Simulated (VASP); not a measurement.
Input of a VASP 6.6.1 run:

The input INCAR:

```
SYSTEM = RbCl
ALGO = Normal
EDIFF = 1E-7
EDIFFG = -0.005
ENCUT = 500
GGA = PE
GGA_COMPAT = .False.
IBRION = 2
ISIF = 3
ISMEAR = -1
LASPH = .True.
LCHARG = .False.
LREAL = .False.
LWAVE = .False.
NELM = 120
NELMIN = 4
NSW = 100
PREC = Accurate
SIGMA = 0.05
```

File KPOINTS:

```
k-points
0
Gamma
  10 10 10
  0 0 0
```

Contents of POSCAR:

```
RbCl
1.0
    0.0000000000      2.9102979194      2.9102979194
    2.9102979194      0.0000000000      2.9102979194
    2.9102979194      2.9102979194      0.0000000000
Rb Cl
1 1
Direct
    0.0000000000      0.0000000000      0.0000000000
    0.5000000000      0.5000000000      0.5000000000
```

Potentials or basis: VASP PAW PBE potentials, release 64 (Rb_sv, Cl).

Run with:

```sh
$ cat potpaw_PBE.64/Rb_sv/POTCAR potpaw_PBE.64/Cl/POTCAR > POTCAR
$ mpirun -np 1 vasp_std > vasp.out
```

Problem. Predict the band gap on the k mesh.

Solution. 4.82 eV.

Problem. What does it give for the relaxed volume?

Solution. 37.67 Å³/atom.

Problem. Estimate the relaxed cell.

Solution. a = 4.741 Å, b = 4.741 Å, c = 4.741 Å, α = 60.00°, β = 60.00°, γ = 60.00°.

Final structure:
```
Rb Cl
1.0
     0.00000    3.35224    3.35224
     3.35224    0.00000    3.35224
     3.35224    3.35224    0.00000
Rb Cl
1 1
Direct
  0.00000 0.00000 0.00000
  0.50000 0.50000 0.50000
```

Caveat: the volume moved by over 15 % at a fixed basis, so the end points are rough. A k mesh can miss the band edges.
